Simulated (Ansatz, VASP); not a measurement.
## As2Se: VASP beside Ansatz

```
CELL_PARAMETERS angstrom
-3.44662 3.44662 2.59982
3.44662 -3.44662 2.59982
3.44662 3.44662 -2.59982
ATOMIC_POSITIONS crystal
As 0.87500 0.12500 0.75000
As 0.37500 0.12500 0.25000
As 0.87500 0.62500 0.75000
As 0.87500 0.12500 0.25000
Se 0.50000 0.50000 0.00000
Se 0.25000 0.75000 0.50000
```

Alike in both runs: functional LDA; k mesh 8 × 8 × 8; occupations gaussian, width 0.1 eV; no spin polarisation.

Ansatz relaxed the structure, and its values are those at the end. VASP's run is a single point on that final structure, the one shown.

|  | VASP | Ansatz |
| --- | --- | --- |
| version | VASP 6.6.1 | Ansatz 0.2.0 |
| potentials or method | VASP PAW LDA potentials, release 64 (As, Se), cutoff 520 eV | scalar-relativistic, plane waves, PAW |
| valence electrons in the cell | 32 | 92 |

```csv
,VASP,Ansatz,Ansatz less VASP
gap on the k mesh at the Fermi level (eV),none,none,-
pressure (GPa),0.3,0.0,-0.28
```

LDA's correlation is that of Perdew and Zunger in VASP and of Perdew and Wang (1992) in Ansatz. A gap of «none» marks a metal or a gap that the smearing closes. VASP's potentials hold 32 valence electrons a cell and Ansatz's 92, so a difference there can come from the potentials and not from the codes.
